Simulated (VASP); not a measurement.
# CoCl2O2 (C2/m) in VASP: further runs

The runs below take CoCl2O2 through single point, with PBE.

Everything below comes from runs of VASP 6.6.1. Logs are shortened: lines on timing, memory, paths and dates and some standing lists are left out, and cuts for length are marked.

## Step 1: The cell of the first run

It takes space group C2/m (No. 12, monoclinic). The conventional cell has a = 7.162 Å, b = 7.854 Å, c = 3.483 Å, α = 90.00°, β = 96.93°, γ = 90.00°. Co (site symmetry 2/m) has 2 O at 1.63 Å within 2.2 Å. Cl (site symmetry m) has 2 Co at 2.38 to 2.45 Å and 4 O at 2.88 to 2.94 Å within 3.1 Å. O (site symmetry 2) has 1 Co at 1.63 Å within 2.2 Å.

## Step 2: Single point, PBE, collinear spin, ferromagnetic start

Contents of INCAR:

```
SYSTEM = CoCl2O2
PREC = Accurate ; ENCUT = 520
EDIFF = 1E-6 ; ISMEAR = -1
SIGMA = 0.05 ; LREAL = .False.
LASPH = .True. ; NELM = 150
ALGO = Normal ; ISIF = 2
LWAVE = .False. ; LCHARG = .True.
ISPIN = 2 ; MAGMOM = -0.84 0 0 0 0
LORBIT = 11 ; LMAXMIX = 4
GGA = PE ; LELF = .True.
LVHAR = .True. ; NBANDS = 30
```

Contents of KPOINTS:

```
regular mesh
0
Gamma
  5 5 8
  0 0 0
```

Contents of POSCAR:

```
CoCl2O2
1.0
    3.5808710000     -3.9269530000      0.0000000000
    3.5808710000      3.9269530000      0.0000000000
   -0.4203970000      0.0000000000      3.4576140000
Co Cl O
1 2 2
Direct
    0.0000000000      0.0000000000      0.0000000000
    0.7655230000      0.7655230000      0.4279410000
    0.2344770000      0.2344770000      0.5720590000
    0.7918370000      0.2081630000      0.0000000000
    0.2081630000      0.7918370000      0.0000000000
```

Potentials or basis: VASP PAW PBE potentials, release 64 (Co, Cl, O).

Launch:

```
$ cat potpaw_PBE.64/Co/POTCAR potpaw_PBE.64/Cl/POTCAR potpaw_PBE.64/O/POTCAR > POTCAR
$ mpirun -np 1 vasp_std > vasp.out
```

OUTCAR:

```text
SYSTEM = CoCl2O2
   PREC = Accurate
   ENCUT = 520
   EDIFF = 1E-6
   ISMEAR = -1
   LREAL = .False.
   LASPH = .True.
   NELM = 150
   ISIF = 2
   ISPIN = 2
   LORBIT = 11
   GGA = PE

 ion  position               nearest neighbor table
   1  0.000  0.000  0.000-   4 1.63   5 1.63   2 2.38   3 2.38   3 2.45   2 2.45
   2  0.766  0.766  0.428-   1 2.38   1 2.45
   3  0.234  0.234  0.572-   1 2.38   1 2.45
   4  0.792  0.208  0.000-   1 1.63
   5  0.208  0.792  0.000-   1 1.63

  LATTYP: Found a base centered monoclinic cell.
 ALAT       =     7.1617420000
 B/A-ratio  =     1.0966474358
 C/A-ratio  =     0.4863449989
 COS(beta)  =    -0.1206970018

  Lattice vectors:

 A1 = (   3.5808710000,  -3.9269530000,   0.0000000000)
 A2 = (   3.5808710000,   3.9269530000,   0.0000000000)
 A3 = (  -0.4203970000,   0.0000000000,   3.4576140000)

Analysis of symmetry for initial positions (statically):
=====================================================================
 Subroutine PRICEL returns:
 Original cell was already a primitive cell.

 Routine SETGRP: Setting up the symmetry group for a
 base centered monoclinic supercell.

 Subroutine GETGRP returns: Found  4 space group operations
 (whereof  4 operations were pure point group operations)
 out of a pool of  4 trial point group operations.

The static configuration has the point symmetry C_2h.

Analysis of symmetry for dynamics (positions and initial velocities):
=====================================================================
 Subroutine PRICEL returns:
 Original cell was already a primitive cell.

 Routine SETGRP: Setting up the symmetry group for a
 base centered monoclinic supercell.

 Subroutine GETGRP returns: Found  4 space group operations
 (whereof  4 operations were pure point group operations)
 out of a pool of  4 trial point group operations.

The dynamic configuration has the point symmetry C_2h.

Analysis of structural, dynamic, and magnetic symmetry:
=====================================================================
 Subroutine PRICEL returns:
 Original cell was already a primitive cell.

 Routine SETGRP: Setting up the symmetry group for a
 base centered monoclinic supercell.

 Subroutine GETGRP returns: Found  4 space group operations
 (whereof  4 operations were pure point group operations)
 out of a pool of  4 trial point group operations.

The overall configuration has the point symmetry C_2h.

 Subroutine INISYM returns: Found  4 space group operations
 (whereof  4 operations are pure point group operations),
 and found     1 'primitive' translations

----------------------------------------------------------------------------------------

                                     Primitive cell

  volume of cell :      97.2413

  direct lattice vectors                    reciprocal lattice vectors
     3.580871000 -3.926953000  0.000000000     0.139630833 -0.127325181  0.016977136
     3.580871000  3.926953000  0.000000000     0.139630833  0.127325181  0.016977136
    -0.420397000  0.000000000  3.457614000     0.000000000  0.000000000  0.289216784

  length of vectors
     5.314470527  5.314470527  3.483077405     0.189727948  0.189727948  0.289216784

  position of ions in fractional coordinates (direct lattice)
     0.000000000  0.000000000  0.000000000
     0.765523000  0.765523000  0.427941000
     0.234477000  0.234477000  0.572059000
     0.791837000  0.208163000  0.000000000
     0.208163000  0.791837000  0.000000000

  ion indices of the primitive-cell ions
   primitive index   ion index
                 1           1
                 2           2
                 3           3
                 4           4
                 5           5

----------------------------------------------------------------------------------------

 KPOINTS: regular mesh

Automatic generation of k-mesh.
 Grid dimensions read from file:
 generate k-points for:    5    5    8

 Generating k-lattice:

  Cartesian coordinates                     Fractional coordinates (reciprocal lattice)
     0.027926167 -0.025465036  0.003395427     0.200000000  0.000000000 -0.000000000
     0.027926167  0.025465036  0.003395427     0.000000000  0.200000000 -0.000000000
     0.000000000  0.000000000  0.036152098     0.000000000  0.000000000  0.125000000

  Length of vectors
     0.037945590  0.037945590  0.036152098

  Shift w.r.t. Gamma in fractional coordinates (k-lattice)
     0.000000000  0.000000000  0.000000000

 Subroutine IBZKPT returns following result:
 ===========================================

 Found     63 irreducible k-points:

 Following reciprocal coordinates:
            Coordinates               Weight
  0.000000  0.000000  0.000000      1.000000
  0.200000  0.000000 -0.000000      4.000000
  0.400000 -0.000000 -0.000000      4.000000
  0.200000  0.200000 -0.000000      2.000000
  0.400000  0.200000 -0.000000      4.000000
 -0.400000  0.200000  0.000000      4.000000
[... 16 lines left out ...]
 -0.200000 -0.400000  0.125000      4.000000
 -0.200000 -0.200000  0.125000      2.000000
 [... further k-points ...]
   k-points           NKPTS =     63   k-points in BZ     NKDIM =     63   number of bands    NBANDS=     30
   number of dos      NEDOS =    301   number of ions     NIONS =      5
   total plane-waves  NPLWV =  44800
   dimension x,y,z NGX =    40 NGY =   40 NGZ =   28
   dimension x,y,z NGXF=    80 NGYF=   80 NGZF=   56
   ions per type =               1   2   2
   NGX,Y,Z   is equivalent  to a cutoff of  12.51, 12.51, 13.36 a.u.
   NGXF,Y,Z  is equivalent  to a cutoff of  25.03, 25.03, 26.73 a.u.
 SYSTEM =  CoCl2O2
   PREC   = accura    normal or accurate (medium, high low for compatibility)
   ISTART =      0    job   : 0-new  1-cont  2-samecut
   ICHARG =      2    charge: 1-file 2-atom 10-const
   ISPIN  =      2    spin polarized calculation?
   LNONCOLLINEAR =      F non collinear calculations
   LSORBIT =      F    spin-orbit coupling
   LASPH  =      T    aspherical Exc in radial PAW
   ENCUT  =  520.0 eV  38.22 Ry    6.18 a.u.   9.88  9.88  6.48*2*pi/ulx,y,z
   NELM   =    150;   NELMIN=  2; NELMDL= -5     # of ELM steps
   EDIFF  = 0.1E-05   stopping-criterion for ELM
   LREAL  =      F    real-space projection
   EDIFFG = 0.1E-04   stopping-criterion for IOM
   NSW    =      0    number of steps for IOM
   IBRION =     -1    ionic relax: 0-MD 1-quasi-New 2-CG
   NFREE  =      0    steps in history (QN), initial steepest desc. (CG)
   ISIF   =      2    stress and relaxation
   ISYM   =      2    0-nonsym 1-usesym 2-fastsym
   POTIM  = 0.5000    time-step for ionic-motion
   TEBEG  =    0.0;   TEEND  =   0.0 temperature during run
   PSTRESS=    0.0 pullay stress
   NELECT =      35.0000    total number of electrons
   NUPDOWN=      -1.0000    fix difference up-down
   EMIN   =  10.00;   EMAX   =-10.00  energy-range for DOS
   EFERMI =   0.00;   METHOD = LEGACY
   ISMEAR =    -1;   SIGMA  =   0.05  broadening in eV -4-tet -1-fermi 0-gaus
   EFERMI_NEDOS =   21; number of points for ismear=-14 and -15
   IALGO  =     38    algorithm
   IMIX   =      4    mixing-type and parameters
     AMIX     =   0.40;   BMIX     =  1.00
     AMIX_MAG =   1.60;   BMIX_MAG =  1.00
  volume/ion in A,a.u.               =      19.45       131.24
  Fermi-wavevector in a.u.,A,eV,Ry     =   1.164521  2.200625 18.450976  1.356108
  Thomas-Fermi vector in A             =   2.301058
   LORBIT       =     11    0 simple, 1 ext, 2 COOP (PROOUT), +10 PAW based schemes
   GGA     = PE    functional components
   LHFCALC =     F    Hartree Fock is set to
   AEXX    =    0.0000 exact exchange contribution
   IVDW    =     0    specifies the selected vdW correction
   LEPSILON=     F    determine dielectric tensor
   LRPA    =     F    only Hartree local field effects (RPA)
 spin polarized calculation
  energy-cutoff  :      520.00
  volume of cell :       97.24
 maximum number of plane-waves:      2635
   NGX = 19   NGY = 19   NGZ = 13

 number of electron      34.9999992 magnetization      -0.9996731

 Free energy of the ion-electron system (eV)
  ---------------------------------------------------
  ext. energy  EPLUGINS =         0.00000000
  ---------------------------------------------------
  free energy    TOTEN  =       -20.63118135 eV

  energy without entropy =      -20.58908751  energy(sigma->0) =      -20.61013443

 E-fermi :  -0.0298     XC(G=0):  -8.5871

 val. band max:       -0.0368210470   @ k =   0.2000   0.2000   0.5000
 cond. band min:      -0.0194449988   @ k =   0.2000   0.2000   0.2500
 fundamental gap:      0.0173760483
 Fermi energy:        -0.0298036871

 spin component 1

 k-point     1 :       0.0000    0.0000    0.0000
  band No.  band energies     occupation
      1     -17.8906      1.00000
      2     -16.9658      1.00000
      3     -14.1582      1.00000
      4     -13.8519      1.00000
      5      -5.1098      1.00000
      6      -4.7113      1.00000
[... 757 lines left out ...]
     28      12.3699      0.00000
     29      12.6599      0.00000

 [... further k-points ...]

 spin component 2

 k-point     1 :       0.0000    0.0000    0.0000
  band No.  band energies     occupation
      1     -17.9318      1.00000
      2     -16.9928      1.00000
      3     -14.2409      1.00000
      4     -13.9309      1.00000
      5      -5.3375      1.00000
      6      -5.0779      1.00000
[... 757 lines left out ...]
     28      12.3500      0.00000
     29      12.5710      0.00000

 [... further k-points ...]

 [bands above 29 left out]

------------------------ aborting loop because EDIFF is reached ----------------------------------------

  FORCE on cell =-STRESS in cart. coord.  units (eV):
  Direction    XX          YY          ZZ          XY          YZ          ZX
  --------------------------------------------------------------------------------------
  -------------------------------------------------------------------------------------
  Total       -0.7379253     -1.3190860     -0.7633803      0.0000000      0.0000000     -0.1588361
  in kB      -12.1582787    -21.7336576    -12.5776826      0.0000000      0.0000000     -2.6170315
  external PRESSURE =     -15.4898730 kB  Pullay stress =       0.0000000 kB

 VOLUME and BASIS-vectors are now :
 -----------------------------------------------------------------------------
  energy-cutoff  :      520.00
  volume of cell :       97.24
      direct lattice vectors                 reciprocal lattice vectors
     3.580871000 -3.926953000  0.000000000     0.139630833 -0.127325181  0.016977136
     3.580871000  3.926953000  0.000000000     0.139630833  0.127325181  0.016977136
    -0.420397000  0.000000000  3.457614000     0.000000000  0.000000000  0.289216784

 POSITION                                       TOTAL-FORCE (eV/Angst)
 -----------------------------------------------------------------------------------
      0.00000      0.00000      0.00000         0.000000     -0.000000     -0.000000
      5.30257      0.00000      1.47965         0.291691     -0.000000      0.105388
      1.43877      0.00000      1.97796        -0.291691     -0.000000     -0.105388
      3.58087     -2.29206      0.00000         0.000000     -0.506081     -0.000000
      3.58087      2.29206      0.00000         0.000000      0.506081     -0.000000
 -----------------------------------------------------------------------------------
    total drift:                                0.000000      0.000000     -0.000000

  FREE ENERGIE OF THE ION-ELECTRON SYSTEM (eV)
  ---------------------------------------------------
  free  energy   TOTEN  =       -20.6311813453 eV

  energy  without entropy=      -20.5890875070  energy(sigma->0) =      -20.61013443

 total charge

# of ion       s       p       d       tot
------------------------------------------
    1        0.463   0.839   7.194   8.495
    2        1.619   3.401   0.000   5.020
    3        1.619   3.401   0.000   5.020
    4        1.617   3.192   0.000   4.809
    5        1.617   3.192   0.000   4.809
--------------------------------------------------
tot          6.935  14.025   7.194  28.153

 magnetization (x)

# of ion       s       p       d       tot
------------------------------------------
    1       -0.000  -0.002  -0.796  -0.798
    2       -0.003  -0.052   0.000  -0.055
    3       -0.003  -0.052   0.000  -0.055
    4       -0.000  -0.012   0.000  -0.012
    5       -0.000  -0.012   0.000  -0.012
--------------------------------------------------
tot         -0.008  -0.129  -0.796  -0.932
```

Run time: 8.6 min. Hardware: 1 thread of Intel Xeon Platinum 8259CL at 2.50GHz (Skylake/Cascade Lake), shared host; peak memory 0.41 GiB.

What came out:

| Quantity | Value |
| --- | --- |
| Free energy | -20.6312 eV |
| Pressure | -1.5 GPa |
| Largest force | 0.506 eV/Å |
| Band gap on the k mesh | zero (filled and empty bands overlap) |
| Net moment | -1.00 μB per cell |
| Site moments | Co -0.80; Cl -0.06; O -0.01 μB |
| Valence electrons inside the program's atomic spheres | Co 8.49; Cl 5.02; O 4.81 |

Forces on the atoms (eV/Å):
```
Co   0.000  0.000  0.000
Cl   0.292  0.000  0.105
Cl  -0.292  0.000 -0.105
O    0.000 -0.506  0.000
O    0.000  0.506  0.000
```

Caveat: a cell with one magnetic atom can't hold antiferromagnetic order, which such compounds often take; semilocal functionals often make such compounds metallic where correlation or magnetic order opens a gap, which also shifts bond lengths.

## Step 3: Single point, PBE, collinear spin, ferromagnetic start

Contents of INCAR:

```
SYSTEM = CoCl2O2
PREC     = Accurate       ! precision mode
ENCUT    = 520            ! plane-wave cutoff, eV
EDIFF    = 1E-6           ! SCF threshold, eV
ISMEAR   = -1             ! smearing method
SIGMA    = 0.05           ! smearing width, eV
LREAL    = .FALSE.        ! projectors in reciprocal space
LASPH    = .TRUE.         ! aspherical terms in the spheres
NELM     = 150            ! most SCF steps
ALGO     = Normal         ! electronic algorithm
ISIF     = 2              ! what is computed and relaxed
LWAVE    = .FALSE.        ! write WAVECAR
LCHARG   = .FALSE.        ! write CHGCAR
ISPIN    = 2              ! spin polarisation
MAGMOM   = 1.5 0 0 0 0    ! initial moments
LORBIT   = 11             ! projections on sites
NUPDOWN  = 1.5            ! fixed moment
LMAXMIX  = 4              ! l up to which the mixer works
GGA      = PE             ! functional
NBANDS   = 30             ! bands
```

Contents of KPOINTS:

```
Automatic mesh
0
G
  4 4 7
  0 0 0
```

POSCAR is that of step 2.

Potentials or basis: VASP PAW PBE potentials, release 64 (Co, Cl, O).

Launch:

```
$ cat potpaw_PBE.64/Co/POTCAR potpaw_PBE.64/Cl/POTCAR potpaw_PBE.64/O/POTCAR > POTCAR
$ mpirun -np 1 vasp_std > vasp.out
```

It took 100 s on 1 thread of Intel Xeon 6975P-C (Granite Rapids), shared host; peak memory 0.34 GiB.

Results (log left out):

| Property | Result |
| --- | --- |
| Free energy | -20.5252 eV |
| Pressure | -0.7 GPa |
| Largest force | 0.249 eV/Å |
| Net moment | 1.50 μB per cell |
| Site moments | Co +0.91; Cl +0.12; O +0.10 μB |
| Valence electrons inside the program's atomic spheres | Co 8.50; Cl 5.02; O 4.81 |

Forces on the atoms (eV/Å):
```
Co   0.000  0.000  0.000
Cl   0.231  0.000  0.092
Cl  -0.231  0.000 -0.092
O    0.000 -0.224  0.000
O    0.000  0.224  0.000
```

Stress tensor (GPa, compression positive):
```
-0.72  0.00 -0.26
 0.00 -0.67  0.00
-0.26  0.00 -0.85
```

Caveat: the total moment is fixed, so each spin has its own Fermi level and the state may be an excited one; a cell with one magnetic atom can't hold antiferromagnetic order, which such compounds often take.
